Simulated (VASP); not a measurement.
# CdS (I4/mmm) in VASP: a series of runs

CdS is run at these levels: PBE; tasks: single point.

All numbers are computed with VASP 6.6.1; they aren't measurements. Logs are shortened: lines on timing, memory, paths and dates and some standing lists are left out, and cuts for length are marked.

## Step 1: The cell of the first run

Symmetry: I4/mmm, No. 139, tetragonal system. Conventional cell: a = 3.699 Å, b = 3.699 Å, c = 5.782 Å, α = 90.00°, β = 90.00°, γ = 90.00°. Within 3.5 Å of Cd (site symmetry 4/mmm) lie 6 S at 2.62 to 2.89 Å. S (site symmetry 4/mmm) has 6 Cd at 2.62 to 2.89 Å within 3.5 Å.

## Step 2: Single point, PBE (strain -0.050 along x and y, +0.050 along z)

INCAR reads:

```
SYSTEM = CdS
PREC = Accurate
ENCUT = 520
EDIFF = 1E-6
ISMEAR = 0
SIGMA = 0.03
LREAL = .False.
LASPH = .True.
NELM = 60
ALGO = Normal
ISIF = 2
LWAVE = .False.
LCHARG = .False.
GGA = PE
NBANDS = 16
```

KPOINTS reads:

```
regular mesh
0
Gamma
  10 10 10
  0 0 0
```

POSCAR reads:

```
CdS
1.0
    0.0000000000      2.6155818000      2.8909062000
    2.6155818000      0.0000000000      2.8909062000
    2.6155818000      2.6155818000      0.0000000000
Cd S
1 1
Direct
    0.0000000000      0.0000000000      0.0000000000
    0.5000000000      0.5000000000      0.5000000000
```

Potentials or basis: VASP PAW PBE potentials, release 64 (Cd, S).

Command:

```sh
> cat potpaw_PBE.64/Cd/POTCAR potpaw_PBE.64/S/POTCAR > POTCAR
> mpirun -np 1 vasp_std > vasp.out
```

OUTCAR:

```text
SYSTEM = CdS
   PREC = Accurate
   ENCUT = 520
   EDIFF = 1E-6
   ISMEAR = 0
   LREAL = .False.
   LASPH = .True.
   NELM = 60
   ISIF = 2
   GGA = PE

 ion  position               nearest neighbor table
   1  0.000  0.000  0.000-   2 2.62   2 2.62   2 2.62   2 2.62   2 2.89   2 2.89
   2  0.500  0.500  0.500-   1 2.62   1 2.62   1 2.62   1 2.62   1 2.89   1 2.89

  LATTYP: Found a body centered tetragonal cell.
 ALAT       =     3.6989912551
 C/A-ratio  =     1.5630781479

  Lattice vectors:

 A1 = (  -2.6155818000,   0.0000000000,   2.8909062000)
 A2 = (   2.6155818000,   0.0000000000,   2.8909062000)
 A3 = (   0.0000000000,   2.6155818000,  -2.8909062000)

Analysis of symmetry for initial positions (statically):
=====================================================================
 Subroutine PRICEL returns:
 Original cell was already a primitive cell.

 Routine SETGRP: Setting up the symmetry group for a
 body centered tetragonal supercell.

 Subroutine GETGRP returns: Found 16 space group operations
 (whereof 16 operations were pure point group operations)
 out of a pool of 16 trial point group operations.

The static configuration has the point symmetry D_4h.

Analysis of symmetry for dynamics (positions and initial velocities):
=====================================================================
 Subroutine PRICEL returns:
 Original cell was already a primitive cell.

 Routine SETGRP: Setting up the symmetry group for a
 body centered tetragonal supercell.

 Subroutine GETGRP returns: Found 16 space group operations
 (whereof 16 operations were pure point group operations)
 out of a pool of 16 trial point group operations.

The dynamic configuration has the point symmetry D_4h.

 Subroutine INISYM returns: Found 16 space group operations
 (whereof 16 operations are pure point group operations),
 and found     1 'primitive' translations

----------------------------------------------------------------------------------------

                                     Primitive cell

  volume of cell :      39.5549

  direct lattice vectors                    reciprocal lattice vectors
     0.000000000  2.615581800  2.890906200    -0.191162058  0.191162058  0.172956148
     2.615581800  0.000000000  2.890906200     0.191162058 -0.191162058  0.172956148
     2.615581800  2.615581800  0.000000000     0.191162058  0.191162058 -0.172956148

  length of vectors
     3.898539061  3.898539061  3.698991255     0.320935654  0.320935654  0.320935654

  position of ions in fractional coordinates (direct lattice)
     0.000000000  0.000000000  0.000000000
     0.500000000  0.500000000  0.500000000
[... 75 lines left out ...]
   ENCUT  =  520.0 eV  38.22 Ry    6.18 a.u.   7.25  7.25  6.88*2*pi/ulx,y,z
   NELM   =     60;   NELMIN=  2; NELMDL= -5     # of ELM steps
   EDIFF  = 0.1E-05   stopping-criterion for ELM
   LREAL  =      F    real-space projection
   EDIFFG = 0.1E-04   stopping-criterion for IOM
   NSW    =      0    number of steps for IOM
   IBRION =     -1    ionic relax: 0-MD 1-quasi-New 2-CG
   NFREE  =      0    steps in history (QN), initial steepest desc. (CG)
   ISIF   =      2    stress and relaxation
   ISYM   =      2    0-nonsym 1-usesym 2-fastsym
   POTIM  = 0.5000    time-step for ionic-motion
   TEBEG  =    0.0;   TEEND  =   0.0 temperature during run
   PSTRESS=    0.0 pullay stress
   NELECT =      18.0000    total number of electrons
   NUPDOWN=      -1.0000    fix difference up-down
   EMIN   =  10.00;   EMAX   =-10.00  energy-range for DOS
   EFERMI =   0.00;   METHOD = LEGACY
   ISMEAR =     0;   SIGMA  =   0.03  broadening in eV -4-tet -1-fermi 0-gaus
   EFERMI_NEDOS =   21; number of points for ismear=-14 and -15
   IALGO  =     38    algorithm
   IMIX   =      4    mixing-type and parameters
     AMIX     =   0.40;   BMIX     =  1.00
     AMIX_MAG =   1.60;   BMIX_MAG =  1.00
  volume/ion in A,a.u.               =      19.78       133.46
  Fermi-wavevector in a.u.,A,eV,Ry     =   1.259212  2.379565 21.573594  1.585614
  Thomas-Fermi vector in A             =   2.392783
   LORBIT       =      0    0 simple, 1 ext, 2 COOP (PROOUT), +10 PAW based schemes
   GGA     = PE    functional components
   LHFCALC =     F    Hartree Fock is set to
   AEXX    =    0.0000 exact exchange contribution
   IVDW    =     0    specifies the selected vdW correction
   LEPSILON=     F    determine dielectric tensor
   LRPA    =     F    only Hartree local field effects (RPA)
 non-spin polarized calculation
 Gauss-broadening in eV      SIGMA  =   0.03
  energy-cutoff  :      520.00
  volume of cell :       39.55
 maximum number of plane-waves:      1082
 NGX is ok and might be reduce to    30
   NGX = 15   NGY = 15   NGZ = 13

 number of electron      18.0000001 magnetization

 Free energy of the ion-electron system (eV)
  ---------------------------------------------------
  ext. energy  EPLUGINS =         0.00000000
  ---------------------------------------------------
  free energy    TOTEN  =        -5.77178766 eV

  energy without entropy =       -5.77167595  energy(sigma->0) =       -5.77173181

 E-fermi :   3.5660     XC(G=0): -10.5550

 val. band max:        3.5585718445   @ k =   0.5000   0.0000   0.0000
 cond. band min:       3.9449759453   @ k =   0.5000   0.5000   0.0000
 fundamental gap:      0.3864041009
 Fermi energy:         3.5659783054

 k-point     1 :       0.0000    0.0000    0.0000
  band No.  band energies     occupation
      1      -9.8657      2.00000
      2      -4.5703      2.00000
      3      -4.4818      2.00000
      4      -4.4420      2.00000
      5      -4.4155      2.00000
      6      -4.4155      2.00000
[... 433 lines left out ...]
      3      -4.4770      2.00000
      4      -4.3040      2.00000
      5      -4.2260      2.00000
      6      -4.0932      2.00000
[... 8 lines left out ...]
     15      17.3600      0.00000
     16      18.3637      0.00000

 [... further k-points ...]
[... 5 lines left out ...]
  --------------------------------------------------------------------------------------
  -------------------------------------------------------------------------------------
  Total        2.2356679      2.2356679     -0.0679341      0.0000000      0.0000000     -0.0000000
  in kB       90.5560059     90.5560059     -2.7516786      0.0000000      0.0000000     -0.0000000
  external PRESSURE =      59.4534444 kB  Pullay stress =       0.0000000 kB

 VOLUME and BASIS-vectors are now :
 -----------------------------------------------------------------------------
  energy-cutoff  :      520.00
  volume of cell :       39.55
      direct lattice vectors                 reciprocal lattice vectors
     0.000000000  2.615581800  2.890906200    -0.191162058  0.191162058  0.172956148
     2.615581800  0.000000000  2.890906200     0.191162058 -0.191162058  0.172956148
     2.615581800  2.615581800  0.000000000     0.191162058  0.191162058 -0.172956148

 POSITION                                       TOTAL-FORCE (eV/Angst)
 -----------------------------------------------------------------------------------
      0.00000      0.00000      0.00000         0.000000      0.000000      0.000000
      2.61558      2.61558      2.89091        -0.000000     -0.000000     -0.000000
 -----------------------------------------------------------------------------------
    total drift:                               -0.000000      0.000000      0.000000

  FREE ENERGIE OF THE ION-ELECTRON SYSTEM (eV)
  ---------------------------------------------------
  free  energy   TOTEN  =        -5.7717876606 eV

  energy  without entropy=       -5.7716759532  energy(sigma->0) =       -5.77173181
```

Wall time 45 s (1 thread of Intel Xeon Platinum 8488C (Sapphire Rapids), shared host); peak memory 0.2 GiB.

What came out:

```yaml
Free_energy: -5.7718 eV
Pressure: 5.9 GPa
Band_gap_on_the_k_mesh: zero (band 9 reaches 3.56 eV, above the bottom of band 10 at 3.40 eV)
```

Stress tensor (GPa, compression positive):
```
 9.06  0.00  0.00
 0.00  9.06  0.00
 0.00  0.00 -0.28
```

Caveat: the cell differs from its parent crystal (strain -0.050 along x and y, +0.050 along z).

## Step 3: Single point, PBE (strain +0.000 along x and y, -0.050 along z)

INCAR reads:

```
SYSTEM = CdS
  PREC = Accurate
  ENCUT = 520
  EDIFF = 1E-7
  ISMEAR = 0
  SIGMA = 0.03
  LREAL = .False.
  LASPH = .True.
  NELM = 80
  ALGO = Normal
  ISIF = 2
  LWAVE = .False.
  LCHARG = .False.
  GGA = PE
  NBANDS = 16
```

KPOINTS reads:

```
Automatic mesh
0
Gamma
  10 10 10
  0 0 0
```

POSCAR reads:

```
CdS
1.0
    0.0000000000      2.7532440000      2.6155818000
    2.7532440000      0.0000000000      2.6155818000
    2.7532440000      2.7532440000      0.0000000000
Cd S
1 1
Direct
    0.0000000000      0.0000000000      0.0000000000
    0.5000000000      0.5000000000      0.5000000000
```

Potentials or basis: VASP PAW PBE potentials, release 64 (Cd, S).

Command:

```sh
> cat potpaw_PBE.64/Cd/POTCAR potpaw_PBE.64/S/POTCAR > POTCAR
> mpirun -np 1 vasp_std > vasp.out
```

Run time: 41 s. Hardware: 1 thread of Intel Xeon Platinum 8488C (Sapphire Rapids), shared host; peak memory 0.2 GiB.

It converged, with:

* Free energy: -5.8301 eV
* Pressure: 4.5 GPa
* Band gap on the k mesh: zero (band 9 reaches 3.35 eV, above the bottom of band 10 at 3.34 eV)

Stress tensor (GPa, compression positive):
```
2.76 0.00 0.00
0.00 2.76 0.00
0.00 0.00 8.06
```

Levels at points of the mesh, in eV from the Fermi level:
| k point | band 6 | band 7 | band 8 | band 9 | band 10 | band 11 | band 12 | band 13 |
| --- | --- | --- | --- | --- | --- | --- | --- | --- |
| (0.00, 0.00, 0.00) | -7.78 | -1.17 | -0.86 | -0.86 | 0.94 | 9.03 | 9.03 | 9.29 |
| (0.50, 0.00, 0.00) | -7.60 | -5.13 | -0.27 | -0.02 | 3.32 | 5.49 | 6.06 | 7.01 |
| (0.50, 0.50, 0.00) | -6.69 | -4.61 | -2.53 | -2.53 | -0.03 | 5.66 | 10.24 | 11.17 |
| (0.50, 0.00, 0.50) | -6.82 | -4.60 | -2.60 | -2.12 | 0.21 | 5.97 | 9.77 | 10.86 |

Caveat: the cell differs from its parent crystal (strain +0.000 along x and y, -0.050 along z).

## Step 4: Single point, PBE (strain -0.025 along x and y, +0.050 along z)

INCAR reads:

```
PREC = Accurate
ENCUT = 520
EDIFF = 1E-6
ISMEAR = 0
SIGMA = 0.03
LREAL = False
LASPH = True
NELM = 80
ALGO = Normal
ISIF = 2
LWAVE = False
LCHARG = False
GGA = PE
NBANDS = 16
```

KPOINTS reads:

```
Automatic mesh
0
Gamma
  10 10 10
```

POSCAR reads:

```
CdS
1.0
    0.0000000000      2.6844129000      2.8909062000
    2.6844129000      0.0000000000      2.8909062000
    2.6844129000      2.6844129000      0.0000000000
Cd S
1 1
Direct
    0.0000000000      0.0000000000      0.0000000000
    0.5000000000      0.5000000000      0.5000000000
```

Command:

```sh
> cat potpaw_PBE.64/Cd/POTCAR potpaw_PBE.64/S/POTCAR > POTCAR
> mpirun -np 1 vasp_std > vasp.out
```

It took 53 s on 1 thread of Intel Xeon Platinum 8488C (Sapphire Rapids), shared host; peak memory 0.2 GiB.

The run converged. Its results:

| Item | Value |
| --- | --- |
| Free energy | -5.8453 eV |
| Pressure | 0.8 GPa |
| Band gap on the k mesh | zero (band 9 reaches 2.92 eV, above the bottom of band 10 at 2.91 eV) |

Stress tensor (GPa, compression positive):
```
 2.43  0.00  0.00
 0.00  2.43  0.00
 0.00  0.00 -2.45
```

Levels at points of the mesh, in eV from the Fermi level:
```csv
k point,band 7,band 8,band 9,band 10,band 11,band 12
"(0.00, 0.00, 0.00)",-1.05,-1.05,-0.69,0.68,8.80,9.20
"(0.50, 0.00, 0.00)",-4.97,-0.40,-0.01,3.28,5.47,6.07
"(0.50, 0.50, 0.00)",-4.29,-2.13,-2.13,0.32,6.14,9.05
"(0.50, 0.00, 0.50)",-4.35,-2.68,-2.01,-0.03,5.77,9.76
```

Caveat: the cell differs from its parent crystal (strain -0.025 along x and y, +0.050 along z).

## Step 5: Overview

```csv
cell,gap on the mesh (eV),pressure (GPa)
"a = 3.899, b = 3.899, c = 3.699 Å, angles 61.7, 61.7, 56.6°, 2 atoms",none,5.9
"a = 3.798, b = 3.798, c = 3.894 Å, angles 59.2, 59.2, 61.7°, 2 atoms",none,4.5
"a = 3.945, b = 3.945, c = 3.796 Å, angles 61.2, 61.2, 57.5°, 2 atoms",none,0.8
```

Alike in all rows: task single point; level PBE; potentials or basis VASP PAW PBE potentials, release 64 (Cd, S); no spin polarisation; k mesh 10 × 10 × 10; cutoff (eV) 520; smearing gaussian 0.03 eV.

Absolute energies hang on the potentials; compare differences alone.
